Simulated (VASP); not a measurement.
# TiAl3 (I4/mmm) in VASP: notebook, part 2 of 2

VASP 6.6.1. The steps go on from the part before.

## Step 5: Single point, LDA (15.14 Å³/atom)

This run uses another cell than the first one, of 15.14 Å³/atom.

File INCAR:

```
PREC     = Accurate       # precision mode
ENCUT    = 520            # plane-wave cutoff, eV
EDIFF    = 1E-6           # SCF threshold, eV
ISMEAR   = 0              # smearing method
SIGMA    = 0.15           # smearing width, eV
LREAL    = F              # projectors in reciprocal space
LASPH    = T              # aspherical terms in the spheres
NELM     = 60             # most SCF steps
ALGO     = Fast           # electronic algorithm
ISIF     = 2              # what is computed and relaxed
LWAVE    = F              # write WAVECAR
LCHARG   = F              # write CHGCAR
NBANDS   = 18             # bands
```

File KPOINTS:

```
regular mesh
0
Gamma
  16 16 16
```

File POSCAR:

```
TiAl3
1.0
   -1.9062459698      1.9062459698      4.1668630655
    1.9062459698     -1.9062459698      4.1668630655
    1.9062459698      1.9062459698     -4.1668630655
Ti Al
1 3
Direct
    0.0000000000      0.0000000000      0.0000000000
    0.5000000000      0.5000000000      0.0000000000
    0.7500000000      0.2500000000      0.5000000000
    0.2500000000      0.7500000000      0.5000000000
```

Potentials or basis: VASP PAW LDA potentials, release 64 (Ti_sv, Al).

On the command line:

```sh
$ cat potpaw_LDA.64/Ti_sv/POTCAR potpaw_LDA.64/Al/POTCAR > POTCAR
$ mpirun -np 1 vasp_std > vasp.out
```

OUTCAR:

```text
PREC = Accurate
   ENCUT = 520
   EDIFF = 1E-6
   ISMEAR = 0
   LREAL = F
   LASPH = T
   NELM = 60
   ISIF = 2

 ion  position               nearest neighbor table
   1  0.000  0.000  0.000-   2 2.70   2 2.70   2 2.70   2 2.70   4 2.82   3 2.82   4 2.82   4 2.82
                             3 2.82   3 2.82   4 2.82   3 2.82
   2  0.500  0.500  0.000-   1 2.70   1 2.70   1 2.70   1 2.70   4 2.82   3 2.82   4 2.82   3 2.82
                             4 2.82   4 2.82   3 2.82   3 2.82
   3  0.750  0.250  0.500-   4 2.70   4 2.70   4 2.70   4 2.70   2 2.82   1 2.82   2 2.82   1 2.82
                             2 2.82   2 2.82   1 2.82   1 2.82
   4  0.250  0.750  0.500-   3 2.70   3 2.70   3 2.70   3 2.70   2 2.82   1 2.82   2 2.82   2 2.82
                             1 2.82   1 2.82   2 2.82   1 2.82

  LATTYP: Found a body centered tetragonal cell.
 ALAT       =     3.8124919396
 C/A-ratio  =     2.1859000001

  Lattice vectors:

 A1 = (  -1.9062459698,   1.9062459698,   4.1668630655)
 A2 = (   1.9062459698,  -1.9062459698,   4.1668630655)
 A3 = (   1.9062459698,   1.9062459698,  -4.1668630655)

Analysis of symmetry for initial positions (statically):
=====================================================================
[... 182 lines left out ...]
 fundamental gap:      0.0046305597
 Fermi energy:         8.4695064213

 k-point     1 :       0.0000    0.0000    0.0000
  band No.  band energies     occupation
      1     -47.1903      2.00000
      2     -23.9078      2.00000
      3     -23.9078      2.00000
      4     -23.8177      2.00000
      5      -1.7769      2.00000
      6       5.7605      2.00000
[... 481 lines left out ...]
      5      -1.6946      2.00000
      6       5.8288      2.00000
[... 10 lines left out ...]
     17      12.6070      0.00000
     18      12.8699      0.00000

 [... further k-points ...]

------------------------ aborting loop because EDIFF is reached ----------------------------------------

  FORCE on cell =-STRESS in cart. coord.  units (eV):
  Direction    XX          YY          ZZ          XY          YZ          ZX
  --------------------------------------------------------------------------------------
  -------------------------------------------------------------------------------------
  Total       -0.5822215     -0.5822215      1.3049006      0.0000000     -0.0000000      0.0000000
  in kB      -15.4018082    -15.4018082     34.5192149      0.0000000     -0.0000000      0.0000000
  external PRESSURE =       1.2385328 kB  Pullay stress =       0.0000000 kB

 VOLUME and BASIS-vectors are now :
 -----------------------------------------------------------------------------
  energy-cutoff  :      520.00
  volume of cell :       60.57
      direct lattice vectors                 reciprocal lattice vectors
    -1.906245970  1.906245970  4.166863066     0.000000000  0.262295637  0.119994344
     1.906245970 -1.906245970  4.166863066     0.262295637  0.000000000  0.119994344
     1.906245970  1.906245970 -4.166863066     0.262295637  0.262295637  0.000000000

 POSITION                                       TOTAL-FORCE (eV/Angst)
 -----------------------------------------------------------------------------------
      0.00000      0.00000      0.00000         0.000000      0.000000     -0.000000
      0.00000      0.00000      4.16686         0.000000      0.000000     -0.000000
      0.00000      1.90625      2.08343        -0.000000      0.000000      0.000000
      1.90625      0.00000      2.08343         0.000000     -0.000000      0.000000
 -----------------------------------------------------------------------------------
    total drift:                               -0.000000     -0.000000      0.000000

  FREE ENERGIE OF THE ION-ELECTRON SYSTEM (eV)
  ---------------------------------------------------
  free  energy   TOTEN  =       -22.7870970397 eV

  energy  without entropy=      -22.7663477649  energy(sigma->0) =      -22.77672240
```

OSZICAR:

```text
N       E                     dE             d eps       ncg     rms          rms(c)
DAV:   1     0.120587510535E+03    0.12059E+03   -0.92532E+03 12564   0.108E+03
DAV:   2    -0.162439160914E+02   -0.13683E+03   -0.13339E+03 12798   0.285E+02
[... 20 lines left out ...]
RMM:  23    -0.227870970059E+02   -0.38544E-05   -0.29806E-05 15847   0.167E-02    0.558E-02
RMM:  24    -0.227870957028E+02    0.13031E-05   -0.22781E-05 16903   0.214E-02    0.414E-02
RMM:  25    -0.227870949849E+02    0.71787E-06   -0.22036E-05 17996   0.254E-02    0.235E-02
RMM:  26    -0.227870955381E+02   -0.55317E-06   -0.12475E-05 14023   0.158E-02    0.157E-02
RMM:  27    -0.227870963891E+02   -0.85105E-06   -0.11243E-05 13237   0.118E-02    0.133E-02
RMM:  28    -0.227870970397E+02   -0.65060E-06   -0.77045E-06 12139   0.836E-03
   1 F= -.22787097E+02 E0= -.22776722E+02  d E =-.207493E-01
```

Wall time 16 min (1 thread of Intel Xeon Platinum 8488C (Sapphire Rapids), shared host); peak memory 0.47 GiB.

Results:

```yaml
Free_energy: -22.7871 eV
Pressure: 0.1 GPa
Band_gap_on_the_k_mesh: zero (an odd number of electrons rules out a gap without spin polarisation)
```

## Step 6: Summary

```tsv
cell	further INCAR settings	gap on the mesh (eV)	pressure (GPa)
a = 4.922 Å, angles 135.7, 135.7, 64.4°, 4 atoms	ALGO = Fast; EDIFF = 1e-06; NBANDS = 18	none	7.4
a = 5.176 Å, angles 138.4, 138.4, 60.3°, 4 atoms	ALGO = Fast; EDIFF = 1e-07; NBANDS = 18	none	1.2
a = 4.868 Å, angles 133.0, 133.0, 68.6°, 4 atoms	ALGO = Fast; EDIFF = 1e-06; NBANDS = 18	none	0.4
a = 4.963 Å, angles 134.8, 134.8, 65.8°, 4 atoms	ALGO = Fast; EDIFF = 1e-06; NBANDS = 18	none	0.1
```

Alike in all rows: task single point; level LDA; potentials or basis VASP PAW LDA potentials, release 64 (Ti_sv, Al); no spin polarisation; k mesh 16 × 16 × 16; cutoff (eV) 520; smearing gaussian 0.15 eV.

Caveats: the cell stands under pressure (at least some runs); the stress differs along the axes, from -10 to 7 GPa (at least some runs); the stress differs along the axes, from -4 to 10 GPa (at least some runs).

Total energies depend on the potentials used, so only differences within one code and one set of settings carry meaning.
